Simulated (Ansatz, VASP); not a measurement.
# Two plane-wave programs on B3N2

```
CELL_PARAMETERS angstrom
1.23585 0.71352 5.38290
-1.23585 0.71352 5.38290
0.00000 -1.42703 5.38290
ATOMIC_POSITIONS crystal
B 0.00000 0.00000 0.00000
B 0.20983 0.20983 0.20983
B 0.79017 0.79017 0.79017
N 0.39757 0.39757 0.39757
N 0.60243 0.60243 0.60243
```

Alike in both runs: task relaxation of cell and atoms; functional PBE; k mesh 12 × 12 × 12; occupations gaussian, width 0.1 eV; no spin polarisation.

|  | VASP | Ansatz |
| --- | --- | --- |
| version | VASP 6.6.1 | Ansatz 0.2.0 |
| potentials or method | VASP PAW PBE potentials, release 64 (B, N), cutoff 600 eV | scalar-relativistic, plane waves, PAW |
| valence electrons in the cell | 19 | 19 |

|  | VASP | Ansatz | Ansatz less VASP |
| --- | --- | --- | --- |
| gap on the k mesh at the Fermi level, each at its own relaxed structure (eV) | none | none | - |
| relaxed volume (Å³/atom) | 5.69 | 5.70 | +0.004 |
| relaxed cell length with the largest relative difference (Å) | 5.576 | 5.579 | +0.0021 |

A gap of «none» marks a metal or a gap that the smearing closes.
